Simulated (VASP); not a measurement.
Wanted: the native input for a VASP 6.6.1 run.

- Task: single point
- Functional: PBEsol
- Potentials or basis: VASP PAW PBE potentials, release 64 (Cs_sv)
- Cutoff: 500 eV
- k mesh: 8 × 8 × 8
- Occupations: gaussian, width 0.05 eV
- Spin: no spin polarisation
- Dipole correction: no
- Further INCAR settings: ALGO = Normal; EDIFF = 1e-06; NBANDS = 10

The structure of Cs lies in POSCAR:

```
Cs
1.0
   -3.0250000000      3.0250000000      3.0250000000
    3.0250000000     -3.0250000000      3.0250000000
    3.0250000000      3.0250000000     -3.0250000000
Cs
1
Direct
    0.0000000000      0.0000000000      0.0000000000
```

The input as run:

INCAR

```
PREC     = Accurate       # precision mode
ENCUT    = 500            # plane-wave cutoff, eV
EDIFF    = 1E-6           # SCF threshold, eV
ISMEAR   = 0              # smearing method
SIGMA    = 0.05           # smearing width, eV
LREAL    = False          # projectors in reciprocal space
LASPH    = True           # aspherical terms in the spheres
NELM     = 120            # most SCF steps
ALGO     = Normal         # electronic algorithm
ISIF     = 2              # what is computed and relaxed
LWAVE    = False          # write WAVECAR
LCHARG   = True           # write CHGCAR
GGA      = PS             # functional
LELF     = True           # ELF
LVHAR    = True         
NBANDS   = 10             # bands
GGA_COMPAT= False
```

KPOINTS

```
regular mesh
0
Gamma
  8 8 8
```

Potentials or basis: VASP PAW PBE potentials, release 64 (Cs_sv).

Command:

```sh
$ cat potpaw_PBE.64/Cs_sv/POTCAR > POTCAR
$ mpirun -np 1 vasp_std > vasp.out
```

Results of the run:

```
Pressure : 0.0 GPa
```

Caveat: the PAW data sets were made with another functional, which shifts forces and pressure a little.

Run time: 42 s on 1 thread of AMD EPYC 7R13, with other jobs on the host, peak memory 0.2 GiB.
